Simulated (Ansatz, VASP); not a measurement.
# One calculation of Eu, two programs

The input INCAR:

```
PREC     = Accurate       # precision mode
ENCUT    = 520            # plane-wave cutoff, eV
EDIFF    = 1E-7           # SCF threshold, eV
ISMEAR   = -1             # smearing method
SIGMA    = 0.08           # smearing width, eV
LREAL    = F              # projectors in reciprocal space
LASPH    = T              # aspherical terms in the spheres
NELM     = 150            # most SCF steps
ALGO     = Normal         # electronic algorithm
ISIF     = 2              # what is computed and relaxed
LWAVE    = F              # write WAVECAR
LCHARG   = F              # write CHGCAR
ISPIN    = 2              # spin polarisation
MAGMOM   = 7              # initial moments
LORBIT   = 11             # projections on sites
LMAXMIX  = 6              # l up to which the mixer works
GGA      = PE             # functional
NBANDS   = 18             # bands
```

Contents of KPOINTS:

```
Automatic mesh
0
Gamma
  9 9 9
```

File POSCAR:

```
Eu
1.0
    0.0000000000      2.8793417043      2.8793417043
    2.8793417043      0.0000000000      2.8793417043
    2.8793417043      2.8793417043      0.0000000000
Eu
1
Direct
    0.0000000000      0.0000000000      0.0000000000
```

Input for Ansatz:

```yaml
crystal:
  lattice:
    - [0.0, 2.8793417043, 2.8793417043]
    - [2.8793417043, 0.0, 2.8793417043]
    - [2.8793417043, 2.8793417043, 0.0]
  atoms:
    - { symbol: Eu, position: [0.0, 0.0, 0.0], spin: 7.0 }
magnetization:
  spin_polarized: true
kpoints:
  mp_grid: { grid: [9, 9, 9] }
scf:
  occupations: { method: fermi_dirac, width: 0.08 }
hamiltonian:
  xc: pbe
  pseudopotentials: { kind: all_electron, lapw: { basis_error: 0.0005 } }
output:
  forces: true
  stress: true
  eigenvalues: false
  populations: true
```

Change from the starting cell: volume scaled by 1.1, LAPW.

Alike in both runs: task single point; functional PBE; k mesh 9 × 9 × 9; occupations fermi-dirac, width 0.08 eV; collinear spin.

```csv
,VASP,Ansatz
version,VASP 6.6.1,Ansatz 0.2.0
potentials or method,"VASP PAW PBE potentials, release 64 (Eu), cutoff 520 eV","all-electron LAPW, scalar-relativistic"
```

```csv
,VASP,Ansatz,Ansatz less VASP
pressure (GPa),-1.8,-1.5,+0.31
net moment per atom (μB),7.40,7.41,+0.006
size of the moment on the site where the two differ most (μB),6.70,7.26,+0.555
```

Site moments also hang on the region over which each program counts them. Ansatz ran all-electron here, and VASP with PAW potentials.

Neither program's run includes spin-orbit coupling.
